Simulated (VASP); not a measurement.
# CsH (P6_3/mmc) in VASP: single point with HSE06

Aim: the single point of CsH with HSE06.

All numbers are computed with VASP 6.6.1; they aren't measurements. Logs are shortened: lines on timing, memory, paths and dates and some standing lists are left out, and cuts for length are marked.

### Step 1. The cell of the first run

The structure is hexagonal, space group P6_3/mmc (No. 194). Conventional cell: a = 4.398 Å, b = 4.398 Å, c = 7.854 Å, α = 90.00°, β = 90.00°, γ = 120.00°. Within 4.2 Å of Cs (site symmetry -3m) lie 6 H at 3.21 Å and 2 Cs at 3.93 Å. Within 4.2 Å of H (site symmetry -6m2) lie 6 Cs at 3.21 Å.

### Step 2. Single point, HSE06

POSCAR reads:

```
CsH
1.0
    4.3977397933      0.0000000000      0.0000000000
   -2.1988698966      3.8085543802      0.0000000000
    0.0000000000      0.0000000000      7.8541509026
Cs H
2 2
Direct
    0.0000000000      0.0000000000      0.0000000000
    0.0000000000      0.0000000000      0.5000000000
    0.3333333333      0.6666666667      0.2500000000
    0.6666666667      0.3333333333      0.7500000000
```

INCAR.step1 reads:

```
ALGO = Normal
EDIFF = 1E-5
ENCUT = 520
GGA = PE
ISIF = 2
ISMEAR = -1
LASPH = T
LCHARG = F
LREAL = F
LWAVE = T
NBANDS = 18
NELM = 80
PREC = Accurate
SIGMA = 0.02
```

INCAR.step2 reads:

```
ALGO = Normal
EDIFF = 1E-6
ENCUT = 520
GGA = PE
HFSCREEN = 0.2079
ISIF = 2
ISMEAR = -1
ISTART = 1
LASPH = T
LCHARG = F
LHFCALC = T
LREAL = F
LWAVE = F
NBANDS = 18
NELM = 80
PREC = Accurate
PRECFOCK = Normal
SIGMA = 0.02
```

KPOINTS reads:

```
k-points
0
Gamma
  6 6 2
```

Potentials or basis: VASP PAW PBE potentials, release 64 (Cs_sv, H).

Command:

```bash
> cat potpaw_PBE.64/Cs_sv/POTCAR potpaw_PBE.64/H/POTCAR > POTCAR
> cp INCAR.step1 INCAR
> mpirun -np 1 vasp_std > vasp.out
> cp INCAR.step2 INCAR
> mpirun -np 1 vasp_std > vasp.out
```

OUTCAR:

```text
EDIFF = 1E-6
   ENCUT = 520
   GGA = PE
   HFSCREEN = 0.2079
   ISIF = 2
   ISMEAR = -1
   ISTART = 1
   LASPH = T
   LHFCALC = T
   LREAL = F
   NELM = 80
   PREC = Accurate
   PRECFOCK = Normal

 ion  position               nearest neighbor table
   1  0.000  0.000  0.000-
   2  0.000  0.000  0.500-
   3  0.333  0.667  0.250-
   4  0.667  0.333  0.750-

  LATTYP: Found a hexagonal cell.
 ALAT       =     4.3977397933
 C/A-ratio  =     1.7859517097

  Lattice vectors:

 A1 = (   4.3977397933,   0.0000000000,   0.0000000000)
 A2 = (  -2.1988698966,   3.8085543802,   0.0000000000)
 A3 = (   0.0000000000,   0.0000000000,   7.8541509026)

Analysis of symmetry for initial positions (statically):
=====================================================================
 Subroutine PRICEL returns:
 Original cell was already a primitive cell.

 Routine SETGRP: Setting up the symmetry group for a
 hexagonal supercell.

 Subroutine GETGRP returns: Found 24 space group operations
 (whereof 12 operations were pure point group operations)
 out of a pool of 24 trial point group operations.

The static configuration has the point symmetry D_3d.
 The point group associated with its full space group is D_6h.

Analysis of symmetry for dynamics (positions and initial velocities):
=====================================================================
 Subroutine PRICEL returns:
 Original cell was already a primitive cell.

 Routine SETGRP: Setting up the symmetry group for a
 hexagonal supercell.

 Subroutine GETGRP returns: Found 24 space group operations
 (whereof 12 operations were pure point group operations)
 out of a pool of 24 trial point group operations.

The dynamic configuration has the point symmetry D_3d.
 The point group associated with its full space group is D_6h.

 Subroutine INISYM returns: Found 24 space group operations
 (whereof 12 operations are pure point group operations),
 and found     1 'primitive' translations

----------------------------------------------------------------------------------------

                                     Primitive cell

  volume of cell :     131.5494

  direct lattice vectors                    reciprocal lattice vectors
     4.397739793  0.000000000  0.000000000     0.227389533  0.131283408  0.000000000
    -2.198869897  3.808554380  0.000000000     0.000000000  0.262566817  0.000000000
     0.000000000  0.000000000  7.854150903     0.000000000  0.000000000  0.127321210

  length of vectors
     4.397739793  4.397739793  7.854150903     0.262566817  0.262566817  0.127321210

  position of ions in fractional coordinates (direct lattice)
     0.000000000  0.000000000  0.000000000
     0.000000000  0.000000000  0.500000000
     0.333333333  0.666666667  0.250000000
     0.666666667  0.333333333  0.750000000

  ion indices of the primitive-cell ions
   primitive index   ion index
                 1           1
                 2           2
                 3           3
                 4           4

----------------------------------------------------------------------------------------

 KPOINTS: k-points

Automatic generation of k-mesh.
 Grid dimensions read from file:
 generate k-points for:    6    6    2

 Generating k-lattice:

  Cartesian coordinates                     Fractional coordinates (reciprocal lattice)
     0.037898256  0.021880568  0.000000000     0.166666667  0.000000000  0.000000000
     0.000000000  0.043761136  0.000000000     0.000000000  0.166666667  0.000000000
     0.000000000  0.000000000  0.063660605     0.000000000  0.000000000  0.500000000

  Length of vectors
     0.043761136  0.043761136  0.063660605

  Shift w.r.t. Gamma in fractional coordinates (k-lattice)
     0.000000000  0.000000000  0.000000000

 Subroutine IBZKPT returns following result:
 ===========================================

 Found     14 irreducible k-points:

 Following reciprocal coordinates:
            Coordinates               Weight
  0.000000  0.000000  0.000000      1.000000
  0.166667  0.000000  0.000000      6.000000
  0.333333  0.000000  0.000000      6.000000
  0.500000  0.000000  0.000000      3.000000
  0.166667  0.166667  0.000000      6.000000
  0.333333  0.166667  0.000000     12.000000
  0.333333  0.333333  0.000000      2.000000
  0.000000  0.000000  0.500000      1.000000
  0.166667  0.000000  0.500000      6.000000
  0.333333  0.000000  0.500000      6.000000
  0.500000  0.000000  0.500000      3.000000
  0.166667  0.166667  0.500000      6.000000
  0.333333  0.166667  0.500000     12.000000
  0.333333  0.333333  0.500000      2.000000
   k-points           NKPTS =     14   k-points in BZ     NKDIM =     72   number of bands    NBANDS=     18
   number of dos      NEDOS =    301   number of ions     NIONS =      4
   total plane-waves  NPLWV =  77760
   dimension x,y,z NGX =    36 NGY =   36 NGZ =   60
   dimension x,y,z NGXF=    72 NGYF=   72 NGZF=  120
   ions per type =               2   2
   NGX,Y,Z   is equivalent  to a cutoff of  13.61, 13.61, 12.70 a.u.
   NGXF,Y,Z  is equivalent  to a cutoff of  27.22, 27.22, 25.40 a.u.
 SYSTEM =  unknown system
   PREC   = accura    normal or accurate (medium, high low for compatibility)
   ISTART =      1    job   : 0-new  1-cont  2-samecut
   ICHARG =      0    charge: 1-file 2-atom 10-const
   ISPIN  =      1    spin polarized calculation?
   LNONCOLLINEAR =      F non collinear calculations
   LSORBIT =      F    spin-orbit coupling
   LASPH  =      T    aspherical Exc in radial PAW
   ENCUT  =  520.0 eV  38.22 Ry    6.18 a.u.   8.18  8.18 14.60*2*pi/ulx,y,z
   NELM   =     80;   NELMIN=  2; NELMDL=  0     # of ELM steps
   EDIFF  = 0.1E-05   stopping-criterion for ELM
   LREAL  =      F    real-space projection
   EDIFFG = 0.1E-04   stopping-criterion for IOM
   NSW    =      0    number of steps for IOM
   IBRION =     -1    ionic relax: 0-MD 1-quasi-New 2-CG
   NFREE  =      0    steps in history (QN), initial steepest desc. (CG)
   ISIF   =      2    stress and relaxation
   ISYM   =      3    0-nonsym 1-usesym 2-fastsym
   POTIM  = 0.5000    time-step for ionic-motion
   TEBEG  =    0.0;   TEEND  =   0.0 temperature during run
   PSTRESS=    0.0 pullay stress
   NELECT =      20.0000    total number of electrons
   NUPDOWN=      -1.0000    fix difference up-down
   EMIN   =  10.00;   EMAX   =-10.00  energy-range for DOS
   EFERMI =   0.00;   METHOD = LEGACY
   ISMEAR =    -1;   SIGMA  =   0.02  broadening in eV -4-tet -1-fermi 0-gaus
   EFERMI_NEDOS =   21; number of points for ismear=-14 and -15
   IALGO  =     38    algorithm
   IMIX   =      1    mixing-type and parameters
     AMIX     =   0.40;   BMIX     =  1.00
     AMIX_MAG =   1.60;   BMIX_MAG =  1.00
  volume/ion in A,a.u.               =      32.89       221.93
  Fermi-wavevector in a.u.,A,eV,Ry     =   0.873753  1.651153 10.387283  0.763444
  Thomas-Fermi vector in A             =   1.993187
   LORBIT       =      0    0 simple, 1 ext, 2 COOP (PROOUT), +10 PAW based schemes
   GGA     = PE    functional components
   LHFCALC =     T    Hartree Fock is set to
   PRECFOCK=normal    Normal, Fast or Accurate (Low or Medium for compatibility)
   ENCUT4O =  -1.0   cutoff for four orbital integrals eV
   NKREDX  =     1    reduce k-point grid by
   NKREDY  =     1    reduce k-point grid by
   NKREDZ  =     1    reduce k-point grid by
   AEXX    =    0.2500 exact exchange contribution
   HFSCREEN=    0.2079 screening length (either q_TF or 0.3 A-1)
   HFSCREENC=   0.2079 screening length for correlation (either q_TF or 0.3 A-1)
   ENCUTFOCK=  -1.0 apply spherical cutoff to Coloumb kernel
   IVDW    =     0    specifies the selected vdW correction
   LEPSILON=     F    determine dielectric tensor
   LRPA    =     F    only Hartree local field effects (RPA)
 non-spin polarized calculation
  energy-cutoff  :      520.00
  volume of cell :      131.55
 maximum number of plane-waves:      3575
 NGX is ok and might be reduce to    36
  NGX = 28; NGY = 28; NGZ = 48

 number of electron      19.9999995 magnetization

 Free energy of the ion-electron system (eV)
  ---------------------------------------------------
  ext. energy  EPLUGINS =         0.00000000
  ---------------------------------------------------
  free energy    TOTEN  =       -10.28577957 eV

  energy without entropy =      -10.28577957  energy(sigma->0) =      -10.28577957

 E-fermi :  -0.2039     XC(G=0):  -6.0322

 val. band max:       -0.6259481238   @ k =   0.5000   0.0000   0.0000
 cond. band min:       2.5886488538   @ k =   0.5000   0.0000   0.0000
 fundamental gap:      3.2145969776
 Fermi energy:        -0.2038620326

 k-point     1 :       0.0000    0.0000    0.0000
  band No.  band energies     occupation
      1     -23.6720      2.00000
      2     -23.5439      2.00000
      3     -10.1791      2.00000
      4      -9.1230      2.00000
      5      -9.1230      2.00000
      6      -8.9904      2.00000
[... 10 lines left out ...]
     17       6.4784      0.00000
     18       6.5383      0.00000

 k-point     2 :       0.1667    0.0000    0.0000
  band No.  band energies     occupation
      1     -23.6529      2.00000
      2     -23.5264      2.00000
      3     -10.1206      2.00000
      4      -9.3560      2.00000
      5      -9.1750      2.00000
      6      -9.1682      2.00000
[... 10 lines left out ...]
     17       6.2082      0.00000
     18       6.8148      0.00000

 k-point     3 :       0.3333    0.0000    0.0000
  band No.  band energies     occupation
      1     -23.6143      2.00000
      2     -23.4910      2.00000
      3     -10.0008      2.00000
      4      -9.7698      2.00000
      5      -9.5190      2.00000
      6      -9.2564      2.00000
[... 202 lines left out ...]
 k-point    13 :       0.3333    0.1667    0.5000
  band No.  band energies     occupation
      1     -23.5348      2.00000
      2     -23.5348      2.00000
      3      -9.7344      2.00000
      4      -9.7344      2.00000
      5      -9.3899      2.00000
      6      -9.3899      2.00000
[... 10 lines left out ...]
     17       6.4612      0.00000
     18       6.4612      0.00000

 k-point    14 :       0.3333    0.3333    0.5000
  band No.  band energies     occupation
      1     -23.5254      2.00000
      2     -23.5254      2.00000
      3      -9.6210      2.00000
      4      -9.6210      2.00000
      5      -9.5721      2.00000
      6      -9.5721      2.00000
[... 10 lines left out ...]
     17       6.1675      0.00000
     18       6.1675      0.00000

------------------------ aborting loop because EDIFF is reached ----------------------------------------

  FORCE on cell =-STRESS in cart. coord.  units (eV):
  Direction    XX          YY          ZZ          XY          YZ          ZX
  --------------------------------------------------------------------------------------
  -------------------------------------------------------------------------------------
  Total       -0.0002896     -0.0002896      0.0036840     -0.0000000      0.0000000      0.0000000
  in kB       -0.0035271     -0.0035271      0.0448687     -0.0000000      0.0000000      0.0000000
  external PRESSURE =       0.0126049 kB  Pullay stress =       0.0000000 kB

 VOLUME and BASIS-vectors are now :
 -----------------------------------------------------------------------------
  energy-cutoff  :      520.00
  volume of cell :      131.55
      direct lattice vectors                 reciprocal lattice vectors
     4.397739793  0.000000000  0.000000000     0.227389533  0.131283408  0.000000000
    -2.198869897  3.808554380  0.000000000     0.000000000  0.262566817  0.000000000
     0.000000000  0.000000000  7.854150903     0.000000000  0.000000000  0.127321210

 POSITION                                       TOTAL-FORCE (eV/Angst)
 -----------------------------------------------------------------------------------
      0.00000      0.00000      0.00000         0.000000      0.000000      0.000000
      0.00000      0.00000      3.92708         0.000000      0.000000      0.000000
     -0.00000      2.53904      1.96354         0.000000     -0.000000     -0.000000
      2.19887      1.26952      5.89061        -0.000000      0.000000      0.000000
 -----------------------------------------------------------------------------------
    total drift:                               -0.000000     -0.000000      0.000000

  FREE ENERGIE OF THE ION-ELECTRON SYSTEM (eV)
  ---------------------------------------------------
  free  energy   TOTEN  =       -10.2857795684 eV

  energy  without entropy=      -10.2857795684  energy(sigma->0) =      -10.28577957
```

Run time: 48 min. Hardware: 1 thread of Intel Xeon Platinum 8375C at 2.90GHz (Ice Lake), shared host; peak memory 0.4 GiB.

What came out:

```
Free energy            : -10.2858 eV
Pressure               : 0.0 GPa
Band gap on the k mesh : 3.21 eV
```

Levels at points of the mesh, in eV from the valence-band top:
| k point | band 8 | band 9 | band 10 | band 11 | band 12 | band 13 |
| --- | --- | --- | --- | --- | --- | --- |
| (0.00, 0.00, 0.00) | -8.23 | -1.74 | -0.14 | 3.55 | 4.69 | 6.04 |
| (0.50, 0.00, 0.00) | -8.14 | -1.18 | 0.00 | 3.21 | 4.62 | 5.07 |
| (0.00, 0.00, 0.50) | -8.43 | -0.98 | -0.98 | 4.57 | 4.57 | 6.46 |
| (0.50, 0.00, 0.50) | -8.60 | -0.62 | -0.62 | 3.95 | 3.95 | 6.40 |

Caveat: the PAW data sets were made with another functional, which shifts forces and pressure a little; spin-orbit coupling is left out, which moves the levels of the heavy elements.
